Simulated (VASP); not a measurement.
Write the native input for VASP 6.6.1 that does the following.

```yaml
Task: relaxation of cell and atoms
Functional: PBEsol
Potentials_or_basis: VASP PAW PBE potentials, release 64 (Al, Ni)
Cutoff: 600 eV
k_mesh: 1 × 1 × 1
Occupations: gaussian, width 0.1 eV
Spin: no spin polarisation
Dipole_correction: no
Further_INCAR_settings: ALGO = Normal; EDIFF = 1e-06; IBRION = 2; EDIFFG = -0.01; NSW = 80; ISIF = 3
```

The structure of AlNi3 lies in POSCAR:

```
AlNi3
1.0
    0.0000000000      2.8018887551      2.8018887551
    2.8018887551      0.0000000000      2.8018887551
    2.8018887551      2.8018887551      0.0000000000
Al Ni
1 3
Direct
    0.5000000000      0.5000000000      0.5000000000
    0.2500000000      0.2500000000      0.2500000000
    0.0000000000      0.0000000000      0.0000000000
    0.7500000000      0.7500000000      0.7500000000
```

These files were run (other wordings do the same):

INCAR

```
  ALGO = Normal
  EDIFF = 1E-6
  EDIFFG = -0.01
  ENCUT = 600
  GGA = PS
  IBRION = 2
  ISIF = 3
  ISMEAR = 0
  LASPH = True
  LCHARG = False
  LREAL = False
  LWAVE = False
  NELM = 80
  NSW = 80
  PREC = Accurate
  SIGMA = 0.1
```

KPOINTS

```
k-points
0
Gamma
  1 1 1
```

Potentials or basis: VASP PAW PBE potentials, release 64 (Al, Ni).

Command:

```sh
$ cat potpaw_PBE.64/Al/POTCAR potpaw_PBE.64/Ni/POTCAR > POTCAR
$ mpirun -np 1 vasp_gam > vasp.out
```

It gave:

```yaml
Relaxed_volume: 11.20 Å³/atom
Relaxed_cell: a = 3.986 Å, b = 3.986 Å, c = 3.986 Å, α = 60.00°, β = 60.00°, γ = 60.00°
Space_group_after_relaxing_to_0.05_Å: Fm-3m (No. 225)
Energy_gained_by_relaxing: 2.1 meV/atom
Ionic_steps: 3
Pressure_after_relaxing: 0.1 GPa
```

Caveat: the k points lie up to 1.93 Å⁻¹ apart in the final cell; the PAW data sets were made with another functional, which shifts forces and pressure a little.

Run time: 18 s on 1 thread of Intel(R) Xeon(R) Platinum 8259CL CPU @ 2.50GHz (Skylake/Cascade Lake), with other jobs on the host, peak memory 0.17 GiB.
